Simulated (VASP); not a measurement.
# Ag (I4/mmm) in VASP: a series of runs, part 2 of 2

VASP 6.6.1. Earlier steps stand in the parts before.

## 4. Single point, PBEsol (strain +0.000 along x and y, -0.040 along z)

Input file INCAR:

```
ALGO = Normal
EDIFF = 1E-7
ENCUT = 520
GGA = PS
ISIF = 2
ISMEAR = 0
LASPH = True
LCHARG = True
LELF = True
LREAL = False
LVHAR = True
LWAVE = False
NBANDS = 12
NELM = 60
PREC = Accurate
SIGMA = 0.15
```

Input file KPOINTS:

```
k-points
0
Gamma
  20 20 20
```

Input file POSCAR:

```
Ag
1.0
    0.0000000000      2.0431000000      1.9613760000
    2.0431000000      0.0000000000      1.9613760000
    2.0431000000      2.0431000000      0.0000000000
Ag
1
Direct
    0.0000000000      0.0000000000      0.0000000000
```

Potentials or basis: VASP PAW PBE potentials, release 64 (Ag).

Started as:

```bash
$ cat potpaw_PBE.64/Ag/POTCAR > POTCAR
$ mpirun -np 1 vasp_std > vasp.out
```

OUTCAR:

```text
EDIFF = 1E-7
   ENCUT = 520
   GGA = PS
   ISIF = 2
   ISMEAR = 0
   LASPH = True
   LREAL = False
   NELM = 60
   PREC = Accurate

 ion  position               nearest neighbor table
   1  0.000  0.000  0.000-

  LATTYP: Found a body centered tetragonal cell.
 ALAT       =     2.8893797293
 C/A-ratio  =     1.3576450199

  Lattice vectors:

 A1 = (   0.0000000000,  -2.0431000000,  -1.9613760000)
 A2 = (   0.0000000000,   2.0431000000,  -1.9613760000)
 A3 = (   2.0431000000,   0.0000000000,   1.9613760000)

Analysis of symmetry for initial positions (statically):
=====================================================================
 Subroutine PRICEL returns:
 Original cell was already a primitive cell.

 Routine SETGRP: Setting up the symmetry group for a
 body centered tetragonal supercell.

 Subroutine GETGRP returns: Found 16 space group operations
 (whereof 16 operations were pure point group operations)
 out of a pool of 16 trial point group operations.

The static configuration has the point symmetry D_4h.

Analysis of symmetry for dynamics (positions and initial velocities):
=====================================================================
 Subroutine PRICEL returns:
 Original cell was already a primitive cell.

 Routine SETGRP: Setting up the symmetry group for a
 body centered tetragonal supercell.

 Subroutine GETGRP returns: Found 16 space group operations
 (whereof 16 operations were pure point group operations)
 out of a pool of 16 trial point group operations.

The dynamic configuration has the point symmetry D_4h.

 Subroutine INISYM returns: Found 16 space group operations
 (whereof 16 operations are pure point group operations),
 and found     1 'primitive' translations

----------------------------------------------------------------------------------------

                                     Primitive cell

  volume of cell :      16.3746

  direct lattice vectors                    reciprocal lattice vectors
[... 114 lines left out ...]
   LEPSILON=     F    determine dielectric tensor
   LRPA    =     F    only Hartree local field effects (RPA)
 non-spin polarized calculation
 Gauss-broadening in eV      SIGMA  =   0.15
  energy-cutoff  :      520.00
  volume of cell :       16.37
 maximum number of plane-waves:       455
 NGX is ok and might be reduce to    24
   NGX = 11   NGY = 11   NGZ = 11

 number of electron      11.0000003 magnetization

 Free energy of the ion-electron system (eV)
  ---------------------------------------------------
  ext. energy  EPLUGINS =         0.00000000
  ---------------------------------------------------
  free energy    TOTEN  =        -3.30867873 eV

  energy without entropy =       -3.30632514  energy(sigma->0) =       -3.30750194

 E-fermi :   8.8035     XC(G=0): -12.6549

 val. band max:        8.7771636519   @ k =   0.5000   0.1500   0.0500
 cond. band min:       8.8101587941   @ k =   0.5000  -0.0000   0.1000
 fundamental gap:      0.0329951422
 Fermi energy:         8.8034916349

 k-point     1 :       0.0000    0.0000    0.0000
  band No.  band energies     occupation
      1       0.6718      2.00000
      2       3.8011      2.00000
      3       3.8011      2.00000
      4       4.0654      2.00000
      5       4.8634      2.00000
      6       5.1423      2.00000
      7      24.8998      0.00000
      8      28.4800      0.00000
      9      28.4800      0.00000
     10      29.1127      0.00000
     11      33.6104      0.00000
     12      34.6750      0.00000
[... 331 lines left out ...]
 k-point    24 :      -0.3500    0.0500    0.0000
  band No.  band energies     occupation
      1       2.2986      2.00000
      2       3.8625      2.00000
      3       4.0658      2.00000
      4       5.2800      2.00000
      5       5.5075      2.00000
      6       6.3640      2.00000
      7      15.9157      0.00000
      8      24.5991      0.00000
      9      26.9858      0.00000
     10      27.9587      0.00000
     11      31.6011      0.00000
     12      32.2907      0.00000

 [... further k-points ...]

------------------------ aborting loop because EDIFF is reached ----------------------------------------

  FORCE on cell =-STRESS in cart. coord.  units (eV):
  Direction    XX          YY          ZZ          XY          YZ          ZX
  --------------------------------------------------------------------------------------
  -------------------------------------------------------------------------------------
  Total        0.1466605      0.1466605      0.3108388      0.0000000     -0.0000000     -0.0000000
  in kB       14.3500572     14.3500572     30.4141486      0.0000000     -0.0000000     -0.0000000
  external PRESSURE =      19.7047543 kB  Pullay stress =       0.0000000 kB

 VOLUME and BASIS-vectors are now :
 -----------------------------------------------------------------------------
  energy-cutoff  :      520.00
  volume of cell :       16.37
      direct lattice vectors                 reciprocal lattice vectors
     0.000000000  2.043100000  1.961376000    -0.244726151  0.244726151  0.254923074
     2.043100000  0.000000000  1.961376000     0.244726151 -0.244726151  0.254923074
     2.043100000  2.043100000  0.000000000     0.244726151  0.244726151 -0.254923074

 POSITION                                       TOTAL-FORCE (eV/Angst)
 -----------------------------------------------------------------------------------
      0.00000      0.00000      0.00000        -0.000000      0.000000      0.000000
 -----------------------------------------------------------------------------------
    total drift:                               -0.000000      0.000000     -0.000000

  FREE ENERGIE OF THE ION-ELECTRON SYSTEM (eV)
  ---------------------------------------------------
  free  energy   TOTEN  =        -3.3086787329 eV

  energy  without entropy=       -3.3063251449  energy(sigma->0) =       -3.30750194
```

stdout:

```text
POSCAR found type information on POSCAR Ag
 POSCAR found :  1 types and       1 ions
 scaLAPACK will be used
 -----------------------------------------------------------------------------
|                                                                             |
|                                                                             |
|     You enforced a specific xc type in the INCAR file but a different       |
|     I HOPE YOU KNOW WHAT YOU ARE DOING!                                     |
|                                                                             |
 -----------------------------------------------------------------------------

 LDA part: xc-table for (Slater+PW92), standard interpolation
 POSCAR, INCAR and KPOINTS ok, starting setup
 FFT: planning ... GRIDC
 FFT: planning ... GRID_SOFT
 FFT: planning ... GRID
 WAVECAR not read
 entering main loop
```

Run time: 85 s. Hardware: 1 thread of Intel Xeon Platinum 8375C at 2.90GHz (Ice Lake), shared host; peak memory 0.24 GiB.

What came out:

| Property | Result |
| --- | --- |
| Free energy | -3.3087 eV |
| Pressure | 2.0 GPa |
| Band gap on the k mesh | zero (an odd number of electrons rules out a gap without spin polarisation) |

Levels at points of the mesh, in eV from the Fermi level:
```tsv
k point	band 3	band 4	band 5	band 6	band 7	band 8	band 9	band 10
(0.00, 0.00, 0.00)	-5.00	-4.74	-3.94	-3.66	16.10	19.68	19.68	20.31
(0.50, 0.00, 0.00)	-4.81	-3.00	-2.87	-0.57	3.83	15.23	17.76	18.82
(0.50, 0.50, 0.00)	-2.97	-2.70	-2.70	2.01	7.74	10.32	10.32	17.19
(0.50, 0.00, 0.50)	-2.97	-2.82	-2.63	1.27	6.70	11.03	11.12	17.90
```

Caveat: the cell differs from its parent crystal (strain +0.000 along x and y, -0.040 along z); the PAW data sets were made with another functional, which shifts forces and pressure a little.

## 5. Single point, PBEsol (strain +0.000 along x and y, +0.040 along z)

Input file INCAR:

```
PREC = Accurate
ENCUT = 520
EDIFF = 1E-7
ISMEAR = 0
SIGMA = 0.15
LREAL = False
LASPH = True
NELM = 100
ALGO = Fast
ISIF = 2
LWAVE = False
LCHARG = False
GGA = PS
NBANDS = 12
```

Input file KPOINTS:

```
regular mesh
0
Gamma
  20 20 20
```

Input file POSCAR:

```
Ag
1.0
    0.0000000000      2.0431000000      2.1248240000
    2.0431000000      0.0000000000      2.1248240000
    2.0431000000      2.0431000000      0.0000000000
Ag
1
Direct
    0.0000000000      0.0000000000      0.0000000000
```

Potentials or basis: VASP PAW PBE potentials, release 64 (Ag).

Started as:

```bash
$ cat potpaw_PBE.64/Ag/POTCAR > POTCAR
$ mpirun -np 1 vasp_std > vasp.out
```

OUTCAR:

```text
PREC = Accurate
   ENCUT = 520
   EDIFF = 1E-7
   ISMEAR = 0
   LREAL = False
   LASPH = True
   NELM = 100
   ISIF = 2
   GGA = PS

 ion  position               nearest neighbor table
   1  0.000  0.000  0.000-

  LATTYP: Found a body centered tetragonal cell.
 ALAT       =     2.8893797293
 C/A-ratio  =     1.4707821049

  Lattice vectors:

 A1 = (  -2.0431000000,   0.0000000000,   2.1248240000)
 A2 = (   2.0431000000,   0.0000000000,   2.1248240000)
 A3 = (   0.0000000000,   2.0431000000,  -2.1248240000)

Analysis of symmetry for initial positions (statically):
=====================================================================
 Subroutine PRICEL returns:
 Original cell was already a primitive cell.

 Routine SETGRP: Setting up the symmetry group for a
 body centered tetragonal supercell.

 Subroutine GETGRP returns: Found 16 space group operations
 (whereof 16 operations were pure point group operations)
 out of a pool of 16 trial point group operations.

The static configuration has the point symmetry D_4h.

[... 167 lines left out ...]
 k-point     1 :       0.0000    0.0000    0.0000
  band No.  band energies     occupation
      1       0.1521      2.00000
      2       2.9068      2.00000
      3       3.1472      2.00000
      4       3.1472      2.00000
      5       3.9111      2.00000
      6       4.1586      2.00000
      7      23.6100      0.00000
      8      26.6314      0.00000
      9      27.0785      0.00000
     10      27.0785      0.00000
     11      31.6451      0.00000
     12      32.3997      0.00000
[... 331 lines left out ...]
 k-point    24 :      -0.3500    0.0500    0.0000
  band No.  band energies     occupation
      1       1.6765      2.00000
      2       3.0125      2.00000
      3       3.2616      2.00000
      4       4.3549      2.00000
      5       4.4400      2.00000
      6       5.4883      2.00000
      7      14.1900      0.00000
      8      22.7187      0.00000
      9      24.8881      0.00000
     10      26.7559      0.00000
     11      29.9790      0.00000
     12      30.2582      0.00000

 [... further k-points ...]

------------------------ aborting loop because EDIFF is reached ----------------------------------------

  FORCE on cell =-STRESS in cart. coord.  units (eV):
  Direction    XX          YY          ZZ          XY          YZ          ZX
  --------------------------------------------------------------------------------------
  -------------------------------------------------------------------------------------
  Total       -0.6460604     -0.6460604     -0.8160062      0.0000000     -0.0000000      0.0000000
  in kB      -58.3514305    -58.3514305    -73.7007391      0.0000000     -0.0000000      0.0000000
  external PRESSURE =     -63.4678667 kB  Pullay stress =       0.0000000 kB

 VOLUME and BASIS-vectors are now :
 -----------------------------------------------------------------------------
  energy-cutoff  :      520.00
  volume of cell :       17.74
      direct lattice vectors                 reciprocal lattice vectors
     0.000000000  2.043100000  2.124824000    -0.244726151  0.244726151  0.235313607
     2.043100000  0.000000000  2.124824000     0.244726151 -0.244726151  0.235313607
     2.043100000  2.043100000  0.000000000     0.244726151  0.244726151 -0.235313607

 POSITION                                       TOTAL-FORCE (eV/Angst)
 -----------------------------------------------------------------------------------
      0.00000      0.00000      0.00000         0.000000      0.000000     -0.000000
 -----------------------------------------------------------------------------------
    total drift:                               -0.000000      0.000000     -0.000000

  FREE ENERGIE OF THE ION-ELECTRON SYSTEM (eV)
  ---------------------------------------------------
  free  energy   TOTEN  =        -3.2873397902 eV

  energy  without entropy=       -3.2850301897  energy(sigma->0) =       -3.28618499
```

OSZICAR:

```text
N       E                     dE             d eps       ncg     rms          rms(c)
DAV:   1     0.508663193540E+02    0.50866E+02   -0.54448E+03 15536   0.822E+02
DAV:   2    -0.282596927503E+01   -0.53692E+02   -0.50744E+02 17760   0.191E+02
DAV:   3    -0.362094052142E+01   -0.79497E+00   -0.79451E+00 18224   0.248E+01
DAV:   4    -0.362336251583E+01   -0.24220E-02   -0.24219E-02 17648   0.142E+00
DAV:   5    -0.362338193748E+01   -0.19422E-04   -0.19423E-04 18292   0.115E-01    0.504E+00
RMM:   6    -0.329845667253E+01    0.32493E+00   -0.51820E-01 15496   0.645E+00    0.301E+00
RMM:   7    -0.329087983761E+01    0.75768E-02   -0.93603E-03 17168   0.110E+00    0.180E+00
RMM:   8    -0.328735803139E+01    0.35218E-02   -0.69230E-04 17817   0.271E-01    0.207E-01
RMM:   9    -0.328734154727E+01    0.16484E-04   -0.10937E-04 18726   0.894E-02    0.569E-02
RMM:  10    -0.328733929845E+01    0.22488E-05   -0.18493E-05 18691   0.337E-02    0.192E-02
RMM:  11    -0.328733979744E+01   -0.49899E-06   -0.49971E-06 18250   0.139E-02    0.660E-03
RMM:  12    -0.328733979025E+01    0.71948E-08   -0.53201E-07 15888   0.484E-03
   1 F= -.32873398E+01 E0= -.32861850E+01  d E =-.230960E-02
```

It took 1.7 min on 1 thread of Intel Xeon Platinum 8375C at 2.90GHz (Ice Lake), shared host; peak memory 0.25 GiB.

What came out:

```
Free energy            : -3.2873 eV
Pressure               : -6.3 GPa
Band gap on the k mesh : zero (an odd number of electrons rules out a gap without spin polarisation)
```

Levels at points of the mesh, in eV from the Fermi level:
```csv
k point,band 3,band 4,band 5,band 6,band 7,band 8,band 9,band 10
"(0.00, 0.00, 0.00)",-4.54,-4.54,-3.77,-3.52,15.93,18.95,19.40,19.40
"(0.50, 0.00, 0.00)",-4.53,-2.95,-2.85,-0.34,3.39,15.00,17.12,17.88
"(0.50, 0.50, 0.00)",-2.92,-2.72,-2.72,1.17,5.80,10.88,10.88,17.14
"(0.50, 0.00, 0.50)",-2.94,-2.79,-2.61,1.81,6.74,10.19,10.21,16.50
```

Caveat: the cell differs from its parent crystal (strain +0.000 along x and y, +0.040 along z); the cell stands under tension; the PAW data sets were made with another functional, which shifts forces and pressure a little.

## 6. The runs side by side

```csv
cell,gap on the mesh (eV),pressure (GPa)
"a = 2.717, b = 2.717, c = 2.774 Å, angles 59.3, 59.3, 61.4°, 1 atom",none,24.7
"a = 2.832, b = 2.832, c = 2.774 Å, angles 60.7, 60.7, 58.6°, 1 atom",none,8.1
"a = 2.832, b = 2.832, c = 2.889 Å, angles 59.3, 59.3, 61.3°, 1 atom",none,2.0
"a = 2.948, b = 2.948, c = 2.889 Å, angles 60.7, 60.7, 58.7°, 1 atom",none,-6.3
```

Alike in all rows: task single point; level PBEsol; potentials or basis VASP PAW PBE potentials, release 64 (Ag); no spin polarisation; k mesh 20 × 20 × 20; cutoff (eV) 520; smearing gaussian 0.15 eV.

Caveats: the PAW data sets were made with another functional, which shifts forces and pressure a little; the cell stands under pressure (at least some runs); the cell stands under tension (at least some runs).

Absolute energies hang on the potentials; compare differences alone.
